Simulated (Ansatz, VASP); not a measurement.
Zr3TiN4 in VASP and in Ansatz

```
Zr Ti N
1.0
     3.20393    0.00000    0.00000
     0.00000    3.20393    0.00000
     0.00000    0.00000    9.03306
Zr Ti N
3 1 4
Cartesian
  0.0000 0.0000 6.6992
  0.0000 0.0000 2.3338
  1.6020 1.6020 0.0000
  1.6020 1.6020 4.5165
  0.0000 0.0000 4.5165
  1.6020 1.6020 2.3238
  0.0000 0.0000 0.0000
  1.6020 1.6020 6.7093
```

Alike in both runs: task single point; functional PBE; k mesh 6 × 6 × 2; occupations gaussian, width 0.1 eV; collinear spin.

|  | VASP | Ansatz |
| --- | --- | --- |
| version | VASP 6.6.1 | Ansatz 0.2.0 |
| potentials or method | VASP PAW PBE potentials, release 64 (Zr_sv, Ti_sv, N), cutoff 520 eV | scalar-relativistic, plane waves, PAW |
| valence electrons in the cell | 68 | 68 |

Ansatz gave:

```
gap on the k mesh at the Fermi level (eV)                     : none
pressure (GPa)                                                : -0.1
traceless stress, the component that is largest in VASP (GPa) : 0.48
rms of the force components (eV/Å)                            : 0.012
net moment per atom (μB)                                      : 0.00
```

Q: What did VASP give for the same quantities?

A: gap on the k mesh at the Fermi level (eV): none; pressure (GPa): 0.2; traceless stress, the component that is largest in VASP (GPa): 0.51; rms of the force components (eV/Å): 0.014; net moment per atom (μB): 0.00.

Atom by atom the forces differ by 0.003 eV/Å (rms over components). A gap of «none» marks a metal or a gap that the smearing closes. The functional is the same, so the differences come from potentials, cutoffs and numerics. Ansatz's warnings: seeded moment not kept.
